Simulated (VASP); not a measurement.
# GaP (F-43m) in VASP: a series of runs, part 2 of 2

VASP 6.6.1. Earlier steps stand in the parts before.

**4. Single point, LDA (volume scaled by 1.06)**

Contents of INCAR:

```
PREC     = Accurate       # precision mode
ENCUT    = 520            # plane-wave cutoff, eV
EDIFF    = 1E-6           # SCF threshold, eV
ISMEAR   = -1             # smearing method
SIGMA    = 0.05           # smearing width, eV
LREAL    = F              # projectors in reciprocal space
LASPH    = T              # aspherical terms in the spheres
NELM     = 80             # most SCF steps
ALGO     = Normal         # electronic algorithm
ISIF     = 2              # what is computed and relaxed
LWAVE    = F              # write WAVECAR
LCHARG   = F              # write CHGCAR
NBANDS   = 16             # bands
```

Contents of KPOINTS:

```
Automatic mesh
0
Gamma
  10 10 10
```

Contents of POSCAR:

```
GaP
1.0
    0.0000000000      2.7786998443      2.7786998443
    2.7786998443      0.0000000000      2.7786998443
    2.7786998443      2.7786998443      0.0000000000
Ga P
1 1
Direct
    0.0000000000      0.0000000000      0.0000000000
    0.7500000000      0.7500000000      0.7500000000
```

Potentials or basis: VASP PAW LDA potentials, release 64 (Ga_d, P).

Started as:

```sh
> cat potpaw_LDA.64/Ga_d/POTCAR potpaw_LDA.64/P/POTCAR > POTCAR
> mpirun -np 1 vasp_std > vasp.out
```

OUTCAR:

```text
PREC = Accurate
   ENCUT = 520
   EDIFF = 1E-6
   ISMEAR = -1
   LREAL = F
   LASPH = T
   NELM = 80
   ISIF = 2

 ion  position               nearest neighbor table
   1  0.000  0.000  0.000-   2 2.41   2 2.41   2 2.41   2 2.41
   2  0.750  0.750  0.750-   1 2.41   1 2.41   1 2.41   1 2.41

  LATTYP: Found a face centered cubic cell.
 ALAT       =     5.5573996886

  Lattice vectors:

 A1 = (   0.0000000000,   2.7786998443,   2.7786998443)
 A2 = (   2.7786998443,   0.0000000000,   2.7786998443)
 A3 = (   2.7786998443,   2.7786998443,   0.0000000000)

Analysis of symmetry for initial positions (statically):
=====================================================================
 Subroutine PRICEL returns:
 Original cell was already a primitive cell.

 Routine SETGRP: Setting up the symmetry group for a
 face centered cubic supercell.

 Subroutine GETGRP returns: Found 24 space group operations
 (whereof 24 operations were pure point group operations)
 out of a pool of 48 trial point group operations.

The static configuration has the point symmetry T_d .

Analysis of symmetry for dynamics (positions and initial velocities):
=====================================================================
 Subroutine PRICEL returns:
 Original cell was already a primitive cell.

 Routine SETGRP: Setting up the symmetry group for a
 face centered cubic supercell.

 Subroutine GETGRP returns: Found 24 space group operations
 (whereof 24 operations were pure point group operations)
 out of a pool of 48 trial point group operations.

The dynamic configuration has the point symmetry T_d .

 Subroutine INISYM returns: Found 24 space group operations
 (whereof 24 operations are pure point group operations),
 and found     1 'primitive' translations

----------------------------------------------------------------------------------------

                                     Primitive cell

  volume of cell :      42.9096

  direct lattice vectors                    reciprocal lattice vectors
     0.000000000  2.778699844  2.778699844    -0.179940270  0.179940270  0.179940270
     2.778699844  0.000000000  2.778699844     0.179940270 -0.179940270  0.179940270
     2.778699844  2.778699844  0.000000000     0.179940270  0.179940270 -0.179940270

  length of vectors
     3.929675006  3.929675006  3.929675006     0.311665690  0.311665690  0.311665690

  position of ions in fractional coordinates (direct lattice)
     0.000000000  0.000000000  0.000000000
     0.750000000  0.750000000  0.750000000

  ion indices of the primitive-cell ions
   primitive index   ion index
                 1           1
                 2           2

----------------------------------------------------------------------------------------

 KPOINTS: Automatic mesh

Automatic generation of k-mesh.
 Grid dimensions read from file:
 generate k-points for:   10   10   10

 Generating k-lattice:

  Cartesian coordinates                     Fractional coordinates (reciprocal lattice)
    -0.017994027  0.017994027  0.017994027     0.100000000  0.000000000  0.000000000
     0.017994027 -0.017994027  0.017994027     0.000000000  0.100000000  0.000000000
     0.017994027  0.017994027 -0.017994027     0.000000000  0.000000000  0.100000000

  Length of vectors
     0.031166569  0.031166569  0.031166569

  Shift w.r.t. Gamma in fractional coordinates (k-lattice)
     0.000000000  0.000000000  0.000000000

 Subroutine IBZKPT returns following result:
 ===========================================

 Found     47 irreducible k-points:

 Following reciprocal coordinates:
            Coordinates               Weight
  0.000000  0.000000  0.000000      1.000000
  0.100000  0.000000  0.000000      8.000000
  0.200000  0.000000  0.000000      8.000000
  0.300000  0.000000  0.000000      8.000000
  0.400000  0.000000  0.000000      8.000000
  0.500000  0.000000  0.000000      4.000000
[... 16 lines left out ...]
  0.300000  0.300000  0.000000      6.000000
  0.400000  0.300000  0.000000     24.000000
 [... further k-points ...]
   k-points           NKPTS =     47   k-points in BZ     NKDIM =     47   number of bands    NBANDS=     16
   number of dos      NEDOS =    301   number of ions     NIONS =      2
   total plane-waves  NPLWV =  27000
   dimension x,y,z NGX =    30 NGY =   30 NGZ =   30
   dimension x,y,z NGXF=    60 NGYF=   60 NGZF=   60
   ions per type =               1   1
   NGX,Y,Z   is equivalent  to a cutoff of  12.69, 12.69, 12.69 a.u.
   NGXF,Y,Z  is equivalent  to a cutoff of  25.38, 25.38, 25.38 a.u.
 SYSTEM =  unknown system
   PREC   = accura    normal or accurate (medium, high low for compatibility)
   ISTART =      0    job   : 0-new  1-cont  2-samecut
   ICHARG =      2    charge: 1-file 2-atom 10-const
   ISPIN  =      1    spin polarized calculation?
   LNONCOLLINEAR =      F non collinear calculations
   LSORBIT =      F    spin-orbit coupling
   LASPH  =      T    aspherical Exc in radial PAW
   ENCUT  =  520.0 eV  38.22 Ry    6.18 a.u.   7.31  7.31  7.31*2*pi/ulx,y,z
   NELM   =     80;   NELMIN=  2; NELMDL= -5     # of ELM steps
   EDIFF  = 0.1E-05   stopping-criterion for ELM
   LREAL  =      F    real-space projection
   EDIFFG = 0.1E-04   stopping-criterion for IOM
   NSW    =      0    number of steps for IOM
   IBRION =     -1    ionic relax: 0-MD 1-quasi-New 2-CG
   NFREE  =      0    steps in history (QN), initial steepest desc. (CG)
   ISIF   =      2    stress and relaxation
   ISYM   =      2    0-nonsym 1-usesym 2-fastsym
   POTIM  = 0.5000    time-step for ionic-motion
   TEBEG  =    0.0;   TEEND  =   0.0 temperature during run
   PSTRESS=    0.0 pullay stress
   NELECT =      18.0000    total number of electrons
   NUPDOWN=      -1.0000    fix difference up-down
   EMIN   =  10.00;   EMAX   =-10.00  energy-range for DOS
   EFERMI =   0.00;   METHOD = LEGACY
   ISMEAR =    -1;   SIGMA  =   0.05  broadening in eV -4-tet -1-fermi 0-gaus
   EFERMI_NEDOS =   21; number of points for ismear=-14 and -15
   IALGO  =     38    algorithm
   IMIX   =      4    mixing-type and parameters
     AMIX     =   0.40;   BMIX     =  1.00
     AMIX_MAG =   1.60;   BMIX_MAG =  1.00
  volume/ion in A,a.u.               =      21.45       144.78
  Fermi-wavevector in a.u.,A,eV,Ry     =   1.225502  2.315863 20.433980  1.501855
  Thomas-Fermi vector in A             =   2.360538
   LORBIT       =      0    0 simple, 1 ext, 2 COOP (PROOUT), +10 PAW based schemes
   GGA     = CA    functional components
   LHFCALC =     F    Hartree Fock is set to
   AEXX    =    0.0000 exact exchange contribution
   IVDW    =     0    specifies the selected vdW correction
   LEPSILON=     F    determine dielectric tensor
   LRPA    =     F    only Hartree local field effects (RPA)
 non-spin polarized calculation
  energy-cutoff  :      520.00
  volume of cell :       42.91
 maximum number of plane-waves:      1179
 NGX is ok and might be reduce to    30
   NGX = 15   NGY = 15   NGZ = 15

 number of electron      18.0000013 magnetization

 Free energy of the ion-electron system (eV)
  ---------------------------------------------------
  ext. energy  EPLUGINS =         0.00000000
  ---------------------------------------------------
  free energy    TOTEN  =       -10.37110835 eV

  energy without entropy =      -10.37110829  energy(sigma->0) =      -10.37110832

 E-fermi :   4.5375     XC(G=0):  -9.9077

 val. band max:        3.9223331851   @ k =   0.0000   0.0000   0.0000
 cond. band min:       5.0861245759   @ k =   0.0000   0.0000   0.0000
 fundamental gap:      1.1637913908
 Fermi energy:         4.5375051539

 k-point     1 :       0.0000    0.0000    0.0000
  band No.  band energies     occupation
      1     -10.6917      2.00000
      2     -10.6917      2.00000
      3     -10.6917      2.00000
      4     -10.6098      2.00000
      5     -10.6098      2.00000
      6      -8.1644      2.00000
[... 8 lines left out ...]
     15      13.6337      0.00000
     16      13.6337      0.00000
[... 419 lines left out ...]
 k-point    24 :       0.4000    0.3000    0.0000
  band No.  band energies     occupation
      1     -10.7649      2.00000
      2     -10.6531      2.00000
      3     -10.6515      2.00000
      4     -10.6289      2.00000
      5     -10.5966      2.00000
      6      -6.3248      2.00000
[... 8 lines left out ...]
     15      15.5577      0.00000
     16      17.0619      0.00000

 [... further k-points ...]

------------------------ aborting loop because EDIFF is reached ----------------------------------------

  FORCE on cell =-STRESS in cart. coord.  units (eV):
  Direction    XX          YY          ZZ          XY          YZ          ZX
  --------------------------------------------------------------------------------------
  -------------------------------------------------------------------------------------
  Total       -1.7732235     -1.7732235     -1.7732235      0.0000000      0.0000000     -0.0000000
  in kB      -66.2093227    -66.2093227    -66.2093227      0.0000000      0.0000000     -0.0000000
  external PRESSURE =     -66.2093227 kB  Pullay stress =       0.0000000 kB

 VOLUME and BASIS-vectors are now :
 -----------------------------------------------------------------------------
  energy-cutoff  :      520.00
  volume of cell :       42.91
      direct lattice vectors                 reciprocal lattice vectors
     0.000000000  2.778699844  2.778699844    -0.179940270  0.179940270  0.179940270
     2.778699844  0.000000000  2.778699844     0.179940270 -0.179940270  0.179940270
     2.778699844  2.778699844  0.000000000     0.179940270  0.179940270 -0.179940270

 POSITION                                       TOTAL-FORCE (eV/Angst)
 -----------------------------------------------------------------------------------
      0.00000      0.00000      0.00000         0.000000      0.000000      0.000000
      4.16805      4.16805      4.16805        -0.000000     -0.000000     -0.000000
 -----------------------------------------------------------------------------------
    total drift:                                0.000000      0.000000      0.000000

  FREE ENERGIE OF THE ION-ELECTRON SYSTEM (eV)
  ---------------------------------------------------
  free  energy   TOTEN  =       -10.3711083469 eV

  energy  without entropy=      -10.3711082925  energy(sigma->0) =      -10.37110832
```

Run time: 31 s. Hardware: 1 thread of Intel Xeon Platinum 8488C (Sapphire Rapids), shared host; peak memory 0.16 GiB.

What came out:

| Quantity | Value |
| --- | --- |
| Free energy | -10.3711 eV |
| Pressure | -6.6 GPa |
| Band gap on the k mesh | 1.16 eV, direct |
